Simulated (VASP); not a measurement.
# HfBeC2N (Pc) in VASP: single point with PBE

Aim: the single point of HfBeC2N with PBE.

Everything below comes from runs of VASP 6.6.1. Logs are shortened: lines on timing, memory, paths and dates and some standing lists are left out, and cuts for length are marked.

### Step 1. The cell of the first run

Symmetry: Pc, No. 7, monoclinic system. Conventional cell: a = 3.225 Å, b = 4.793 Å, c = 6.424 Å, α = 90.00°, β = 91.55°, γ = 90.00°. Hf (site symmetry 1) has 4 N at 2.24 to 2.38 Å and 4 C at 2.47 to 2.52 Å and 3 Be at 2.80 to 2.92 Å within 3.0 Å. Within 2.3 Å of Be (site symmetry 1) lie 1 N at 1.73 Å and 4 C at 1.75 to 2.04 Å. Within 1.8 Å of C (site symmetry 1) lie 1 C at 1.29 Å and 1 Be at 1.76 Å. C (site symmetry 1) has 1 C at 1.29 Å and 1 Be at 1.75 Å within 1.8 Å. N (site symmetry 1) has 1 Be at 1.73 Å and 4 Hf at 2.24 to 2.38 Å within 2.4 Å.

### Step 2. Single point, PBE

INCAR reads:

```
PREC = Accurate ; ENCUT = 520
EDIFF = 1E-6 ; ISMEAR = 0
SIGMA = 0.1 ; LREAL = False
LASPH = True ; NELM = 100
ALGO = Normal ; ISIF = 2
LWAVE = False ; LCHARG = False
GGA = PE ; NBANDS = 36
```

KPOINTS reads:

```
Automatic mesh
0
Gamma
  12 8 6
```

POSCAR reads:

```
HfBeC2N
1.0
    3.2247046072      0.0000000000      0.0001237561
    0.0000000000      4.7927943739      0.0000000000
   -0.1744550156      0.0000000000      6.4221254656
Hf Be C N
2 2 4 2
Direct
    0.5918926329      0.9991508159      0.2042920562
    0.5918926329      0.0008491841      0.7042920562
    0.0454615338      0.6115624216      0.4783666487
    0.0454615338      0.3884375784      0.9783666487
    0.7877017642      0.4928396442      0.2510660714
    0.7877017642      0.5071603558      0.7510660714
    0.5003017631      0.5017296073      0.1065255163
    0.5003017631      0.4982703927      0.6065255163
    0.0760079788      0.9719888808      0.4618418427
    0.0760079788      0.0280111192      0.9618418427
```

Potentials or basis: VASP PAW PBE potentials, release 64 (Hf_pv, Be, C, N).

On the command line:

```console
cat potpaw_PBE.64/Hf_pv/POTCAR potpaw_PBE.64/Be/POTCAR potpaw_PBE.64/C/POTCAR potpaw_PBE.64/N/POTCAR > POTCAR
mpirun -np 1 vasp_std > vasp.out
```

OUTCAR:

```text
PREC = Accurate
   ENCUT = 520
   EDIFF = 1E-6
   ISMEAR = 0
   LREAL = False
   LASPH = True
   NELM = 100
   ISIF = 2
   GGA = PE

 ion  position               nearest neighbor table
   1  0.592  0.999  0.204-  10 2.24   9 2.25  10 2.25   9 2.38   5 2.47   7 2.48   7 2.50   5 2.52
                             4 2.80   3 2.92   4 2.92   2 3.21   2 3.21
   2  0.592  0.001  0.704-   9 2.24  10 2.25   9 2.25  10 2.38   6 2.47   8 2.48   8 2.50   6 2.52
                             3 2.80   4 2.92   3 2.92   1 3.21   1 3.21
   3  0.045  0.612  0.478-   9 1.73   8 1.75   5 1.76   6 2.02   8 2.04   2 2.80   1 2.92   2 2.92

   4  0.045  0.388  0.978-  10 1.73   7 1.75   6 1.76   5 2.02   7 2.04   1 2.80   2 2.92   1 2.92

   5  0.788  0.493  0.251-   7 1.29   3 1.76   4 2.02   1 2.47   1 2.52
   6  0.788  0.507  0.751-   8 1.29   4 1.76   3 2.02   2 2.47   2 2.52
   7  0.500  0.502  0.107-   5 1.29   4 1.75   4 2.04   1 2.48   1 2.50
   8  0.500  0.498  0.607-   6 1.29   3 1.75   3 2.04   2 2.48   2 2.50
   9  0.076  0.972  0.462-   3 1.73   2 2.24   1 2.25   2 2.25   1 2.38
  10  0.076  0.028  0.962-   4 1.73   1 2.24   2 2.25   1 2.25   2 2.38

  LATTYP: Found a simple monoclinic cell.
 ALAT       =     3.2247046096
 B/A-ratio  =     1.4862739240
 C/A-ratio  =     1.9922738093
 COS(beta)  =    -0.0271163045

  Lattice vectors:

 A1 = (   3.2247046072,   0.0000000000,   0.0001237561)
 A2 = (   0.0000000000,   4.7927943739,   0.0000000000)
 A3 = (  -0.1744550156,   0.0000000000,   6.4221254656)

Analysis of symmetry for initial positions (statically):
=====================================================================
 Subroutine PRICEL returns:
 Original cell was already a primitive cell.

 Routine SETGRP: Setting up the symmetry group for a
 simple monoclinic supercell.

 Subroutine GETGRP returns: Found  2 space group operations
 (whereof  1 operations were pure point group operations)
 out of a pool of  4 trial point group operations.

The static configuration has the point symmetry C_1 .
 The point group associated with its full space group is C_1h.

Analysis of symmetry for dynamics (positions and initial velocities):
=====================================================================
 Subroutine PRICEL returns:
 Original cell was already a primitive cell.

 Routine SETGRP: Setting up the symmetry group for a
 simple monoclinic supercell.

 Subroutine GETGRP returns: Found  2 space group operations
 (whereof  1 operations were pure point group operations)
 out of a pool of  4 trial point group operations.

[... 127 lines left out ...]
   PSTRESS=    0.0 pullay stress
   NELECT =      50.0000    total number of electrons
   NUPDOWN=      -1.0000    fix difference up-down
   EMIN   =  10.00;   EMAX   =-10.00  energy-range for DOS
   EFERMI =   0.00;   METHOD = LEGACY
   ISMEAR =     0;   SIGMA  =   0.10  broadening in eV -4-tet -1-fermi 0-gaus
   EFERMI_NEDOS =   21; number of points for ismear=-14 and -15
   IALGO  =     38    algorithm
   IMIX   =      4    mixing-type and parameters
     AMIX     =   0.40;   BMIX     =  1.00
     AMIX_MAG =   1.60;   BMIX_MAG =  1.00
  volume/ion in A,a.u.               =       9.93        66.98
  Fermi-wavevector in a.u.,A,eV,Ry     =   1.302603  2.461563 23.086030  1.696775
  Thomas-Fermi vector in A             =   2.433660
   LORBIT       =      0    0 simple, 1 ext, 2 COOP (PROOUT), +10 PAW based schemes
   GGA     = PE    functional components
   LHFCALC =     F    Hartree Fock is set to
   AEXX    =    0.0000 exact exchange contribution
   IVDW    =     0    specifies the selected vdW correction
   LEPSILON=     F    determine dielectric tensor
   LRPA    =     F    only Hartree local field effects (RPA)
 non-spin polarized calculation
 Gauss-broadening in eV      SIGMA  =   0.10
  energy-cutoff  :      520.00
  volume of cell :       99.26
 maximum number of plane-waves:      2702
   NGX = 11   NGY = 17   NGZ = 23

 number of electron      50.0000001 magnetization

 Free energy of the ion-electron system (eV)
  ---------------------------------------------------
  ext. energy  EPLUGINS =         0.00000000
  ---------------------------------------------------
  free energy    TOTEN  =       -82.96228263 eV

  energy without entropy =      -82.95260191  energy(sigma->0) =      -82.95744227

 E-fermi :   6.7262     XC(G=0): -11.5819

 val. band max:        6.7237301831   @ k =   0.5000   0.1250   0.3333
 cond. band min:       6.7272840882   @ k =   0.1667   0.2500   0.1667
 fundamental gap:      0.0035539052
 Fermi energy:         6.7262021560

 k-point     1 :       0.0000    0.0000    0.0000
  band No.  band energies     occupation
      1     -25.3043      2.00000
      2     -25.2112      2.00000
      3     -25.2062      2.00000
      4     -24.8730      2.00000
      5     -24.7447      2.00000
      6     -24.7326      2.00000
[... 925 lines left out ...]
     35      11.0859      0.00000
     36      11.9577      0.00000

 [... further k-points ...]

------------------------ aborting loop because EDIFF is reached ----------------------------------------

  FORCE on cell =-STRESS in cart. coord.  units (eV):
  Direction    XX          YY          ZZ          XY          YZ          ZX
  --------------------------------------------------------------------------------------
  -------------------------------------------------------------------------------------
  Total       -0.6158321     -0.4253272     -0.6061506      0.0000000      0.0000000      0.0708993
  in kB       -9.9406528     -6.8655562     -9.7843755      0.0000000      0.0000000      1.1444440
  external PRESSURE =      -8.8635282 kB  Pullay stress =       0.0000000 kB

 VOLUME and BASIS-vectors are now :
 -----------------------------------------------------------------------------
  energy-cutoff  :      520.00
  volume of cell :       99.26
      direct lattice vectors                 reciprocal lattice vectors
     3.224704607  0.000000000  0.000123756     0.310105600  0.000000000  0.008423921
     0.000000000  4.792794374  0.000000000     0.000000000  0.208646548  0.000000000
    -0.174455016  0.000000000  6.422125466    -0.000005976  0.000000000  0.155711526

 POSITION                                       TOTAL-FORCE (eV/Angst)
 -----------------------------------------------------------------------------------
      1.87304      4.78872      1.31206         0.012708      0.009830     -0.016961
      1.78581      0.00407      4.52313         0.012708     -0.009830     -0.016961
      0.06315      2.93109      3.07214         0.006957     -0.012313     -0.009818
     -0.02408      1.86170      6.28320         0.006957      0.012313     -0.009818
      2.49631      2.36208      1.61248         0.055605      0.004785      0.072813
      2.40908      2.43072      4.82354         0.055605     -0.004785      0.072813
      1.59474      2.40469      0.68418        -0.068637     -0.003993     -0.057067
      1.50751      2.38811      3.89524        -0.068637      0.003993     -0.057067
      0.16453      4.65854      2.96602        -0.006632      0.036660      0.011033
      0.07731      0.13425      6.17708        -0.006632     -0.036660      0.011033
 -----------------------------------------------------------------------------------
    total drift:                                0.000047      0.000000     -0.000170

  FREE ENERGIE OF THE ION-ELECTRON SYSTEM (eV)
  ---------------------------------------------------
  free  energy   TOTEN  =       -82.9622826334 eV

  energy  without entropy=      -82.9526019069  energy(sigma->0) =      -82.95744227
```

OSZICAR:

```text
N       E                     dE             d eps       ncg     rms          rms(c)
DAV:   1     0.197502731814E+03    0.19750E+03   -0.25536E+04 13680   0.132E+03
DAV:   2    -0.799863401229E+02   -0.27749E+03   -0.26407E+03 17188   0.316E+02
DAV:   3    -0.954359609889E+02   -0.15450E+02   -0.15185E+02 18040   0.659E+01
DAV:   4    -0.957312452071E+02   -0.29528E+00   -0.29408E+00 17272   0.101E+01
DAV:   5    -0.957385708251E+02   -0.73256E-02   -0.73172E-02 17588   0.142E+00    0.590E+01
DAV:   6    -0.833605757679E+02    0.12378E+02   -0.49718E+01 16340   0.273E+01    0.501E+01
DAV:   7    -0.830370520701E+02    0.32352E+00   -0.39664E+00 17512   0.101E+01    0.326E+01
DAV:   8    -0.830050193935E+02    0.32033E-01   -0.88039E-01 16484   0.496E+00    0.784E+00
DAV:   9    -0.829625435547E+02    0.42476E-01   -0.12214E-01 16664   0.178E+00    0.257E+00
DAV:  10    -0.829628847102E+02   -0.34116E-03   -0.94771E-03 17376   0.497E-01    0.128E+00
DAV:  11    -0.829624930356E+02    0.39167E-03   -0.31557E-03 18352   0.296E-01    0.609E-01
DAV:  12    -0.829623028376E+02    0.19020E-03   -0.68897E-04 16720   0.145E-01    0.348E-01
DAV:  13    -0.829622842687E+02    0.18569E-04   -0.20195E-04 17436   0.656E-02    0.977E-02
DAV:  14    -0.829622835574E+02    0.71131E-06   -0.18141E-05 17024   0.206E-02    0.332E-02
DAV:  15    -0.829622825607E+02    0.99672E-06   -0.10874E-05 17656   0.165E-02    0.395E-03
DAV:  16    -0.829622826334E+02   -0.72683E-07   -0.14246E-06 10056   0.629E-03
   1 F= -.82962283E+02 E0= -.82957442E+02  d E =-.968073E-02
```

It took 5 min on 1 thread of Intel Xeon Platinum 8488C (Sapphire Rapids), shared host; peak memory 0.64 GiB.

Results:

```yaml
Free_energy: -82.9623 eV
Pressure: -0.9 GPa
Largest_force: 0.092 eV/Å
Band_gap_on_the_k_mesh: zero (bands 25 and 26 overlap by 2.17 eV)
```

Forces in eV/Å, atoms in the order of the input:
```
Hf   0.013  0.010 -0.017
Hf   0.013 -0.010 -0.017
Be   0.007 -0.012 -0.010
Be   0.007  0.012 -0.010
C    0.056  0.005  0.073
C    0.056 -0.005  0.073
C   -0.069 -0.004 -0.057
C   -0.069  0.004 -0.057
N   -0.007  0.037  0.011
N   -0.007 -0.037  0.011
```

Caveat: spin-orbit coupling is left out, which moves the levels of the heavy elements.
